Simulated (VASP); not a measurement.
Si5C:

```
CELL_PARAMETERS angstrom
4.52904 0.00000 0.00000
-2.26452 3.92227 0.00000
0.00000 0.00000 4.33050
ATOMIC_POSITIONS crystal
Si 0.33333 0.66667 0.00000
Si 0.66667 0.33333 0.00000
Si 0.67658 0.67658 0.50000
Si 0.32342 0.00000 0.50000
Si 0.00000 0.32342 0.50000
C 0.00000 0.00000 0.00000
```

```yaml
Program: VASP 6.6.1
Task: relaxation of cell and atoms
Functional: PBE
Potentials_or_basis: VASP PAW PBE potentials, release 64 (Si, C)
Cutoff: 600 eV
k_mesh: 12 × 12 × 10
Occupations: gaussian, width 0.1 eV
Spin: no spin polarisation
```

At the start: pressure 0.1 GPa; volume 12.82 Å³/atom.

Q: Where does the relaxation end?

A: Over 19 steps the energy falls by 5.2 meV/atom and the volume is 12.89 Å³/atom (+0.5 %); space group P-62m (No. 189, to 0.1 Å) before and after.

Step by step:
| step | energy change (eV) | largest force (eV/Å) | pressure (GPa) | volume (Å³) |
| --- | --- | --- | --- | --- |
| 1 | 0.0000 | 0.0578 | 0.10 | 76.93 |
| 2 | -0.0015 | 0.0195 | 0.00 | 77.01 |
| 3 | -0.0052 | 0.1066 | -0.23 | 77.27 |
| 4 | 0.0005 | 0.3864 | -0.46 | 77.76 |
| 5 | -0.0056 | 0.1610 | -0.29 | 77.37 |
| 6 | -0.0061 | 0.1722 | -0.28 | 77.37 |
| 7 | -0.0076 | 0.2053 | -0.26 | 77.40 |
| 8 | -0.0100 | 0.2699 | -0.19 | 77.44 |
| 9 | -0.0108 | 0.4028 | -0.02 | 77.52 |
| 10 | -0.0115 | 0.3283 | -0.11 | 77.48 |
| 11 | -0.0145 | 0.3214 | -0.09 | 77.48 |
| 12 | -0.0206 | 0.2990 | -0.01 | 77.48 |
| 13 | -0.0211 | 0.2900 | 0.06 | 77.47 |
| 14 | -0.0251 | 0.2191 | -0.02 | 77.49 |
| 15 | -0.0308 | 0.0224 | -0.20 | 77.54 |
| 16 | -0.0309 | 0.0009 | -0.22 | 77.55 |
| 17 | -0.0309 | 0.0044 | -0.22 | 77.55 |
| 18 | -0.0310 | 0.0049 | -0.09 | 77.44 |
| 19 | -0.0311 | 0.0053 | 0.05 | 77.32 |

Final structure:
```
CELL_PARAMETERS angstrom
4.44089 0.00000 0.00000
-2.22044 3.84592 0.00000
0.00000 0.00000 4.52733
ATOMIC_POSITIONS crystal
Si 0.33333 0.66667 0.00000
Si 0.66667 0.33333 0.00000
Si 0.67357 0.67357 0.50000
Si 0.32643 0.00000 0.50000
Si 0.00000 0.32643 0.50000
C 0.00000 0.00000 0.00000
```
